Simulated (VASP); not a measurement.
Set up this calculation in VASP 6.6.1, as the native input.

| Property | Result |
| --- | --- |
| Task | single point |
| Functional | PBE |
| Potentials or basis | VASP PAW PBE potentials, release 64 (Nb_sv, P) |
| Cutoff | 500 eV |
| k mesh | 12 × 12 × 12 |
| Occupations | fermi-dirac, width 0.08 eV |
| Spin | no spin polarisation |
| Dipole correction | no |
| Further INCAR settings | ALGO = Normal; EDIFF = 1e-06; NBANDS = 16 |

The structure of NbP (zincblende type) lies in POSCAR:

```
NbP
1.0
    0.0000000000      2.6770748960      2.6770748960
    2.6770748960      0.0000000000      2.6770748960
    2.6770748960      2.6770748960      0.0000000000
Nb P
1 1
Direct
    0.0000000000      0.0000000000      0.0000000000
    0.2500000000      0.2500000000      0.2500000000
```

This cell differs from its parent crystal: volume scaled by 0.88.

These files were run (other wordings do the same):

INCAR

```
  ALGO = Normal
  EDIFF = 1E-6
  ENCUT = 500
  GGA = PE
  GGA_COMPAT = False
  ISIF = 2
  ISMEAR = -1
  LASPH = True
  LCHARG = False
  LREAL = False
  LWAVE = False
  NBANDS = 16
  NELM = 120
  PREC = Accurate
  SIGMA = 0.08
```

KPOINTS

```
k-points
0
Gamma
  12 12 12
```

Potentials or basis: VASP PAW PBE potentials, release 64 (Nb_sv, P).

Command:

```console
$ cat potpaw_PBE.64/Nb_sv/POTCAR potpaw_PBE.64/P/POTCAR > POTCAR
$ mpirun -np 1 vasp_std > vasp.out
```

Results of the run:

```
Pressure               : 17.6 GPa
Band gap on the k mesh : zero (band 9 reaches 8.95 eV, above the bottom of band 10 at 8.16 eV)
```

It took 60 s on 1 thread of Intel(R) Xeon(R) Platinum 8259CL CPU @ 2.50GHz (Skylake/Cascade Lake), on a shared host, peak memory 0.18 GiB.
